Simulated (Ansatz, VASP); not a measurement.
**Pt: VASP beside Ansatz**

Contents of POSCAR:

```
Pt
1.0
    4.6177362730      0.0000000000      0.0000000000
   -2.3088681365      3.9990769204      0.0000000000
    0.0000000000      0.0000000000      2.7514687102
Pt
3
Direct
    1.0000000000      0.0000000000      1.0000000000
    0.3333333333      0.6666666667      0.5000000000
    0.6666666667      0.3333333333      0.5000000000
```

File INCAR.step1:

```
PREC = Accurate
ENCUT = 520
ISMEAR = -1
SIGMA = 0.1
LREAL = False
LASPH = True
NELM = 80
NBANDS = 22
GGA = PE
ALGO = Normal
EDIFF = 1E-4
LWAVE = True
LCHARG = False
```

The input INCAR.step2:

```
PREC = Accurate
ENCUT = 520
EDIFF = 1E-6
ISMEAR = -1
SIGMA = 0.1
LREAL = False
LASPH = True
NELM = 80
ALGO = Normal
ISIF = 2
LWAVE = False
LCHARG = False
METAGGA = R2SCAN
LMIXTAU = True
NBANDS = 22
ISTART = 1
```

The input KPOINTS:

```
Automatic mesh
0
Gamma
  9 9 13
```

Input for Ansatz:

```yaml
crystal:
  lattice:
    - [4.617736273, 0.0, 0.0]
    - [-2.3088681365, 3.9990769204, 0.0]
    - [0.0, 0.0, 2.7514687102]
  atoms:
    - { symbol: Pt, position: [1.0, 0.0, 1.0] }
    - { symbol: Pt, position: [0.3333333333, 0.6666666667, 0.5] }
    - { symbol: Pt, position: [0.6666666667, 0.3333333333, 0.5] }
hamiltonian:
  xc: r2scan
  pseudopotentials:
    kind: paw
    azcp:
      Pt: "pseudopotentials/Pt.paw.azcp"
basis:
  ecutwfc: 500
  fft_grid_basis: typed
kpoints:
  mp_grid: { grid: [9, 9, 13], shift: [0, 0, 0] }
magnetization:
  spin_polarized: false
scf:
  occupations: { method: fermi_dirac, width: 0.1 }
  lower_state_search: "off"
output:
  stress: true
```

Alike in both runs: task single point; functional r2SCAN; k mesh 9 × 9 × 13; occupations fermi-dirac, width 0.1 eV; no spin polarisation.

```csv
,VASP,Ansatz
version,VASP 6.6.1,Ansatz 0.2.0
potentials or method,"VASP PAW PBE potentials, release 64 (Pt), cutoff 520 eV","plane waves (500 eV) with PAW, scalar-relativistic"
valence electrons in the cell,30,54
```

```tsv
	VASP	Ansatz	Ansatz less VASP
pressure (GPa)	-15.5	-15.8	-0.32
traceless stress, the component that is largest in VASP (GPa)	0.27	0.20	-0.066
```

VASP's potentials were made for PBE, not for r2SCAN. With one functional, cell and mesh, what is left measures potentials, basis and numerics. VASP's potentials hold 30 valence electrons a cell and Ansatz's 54, so a difference there can come from the potentials and not from the codes.

Neither program's run includes spin-orbit coupling.
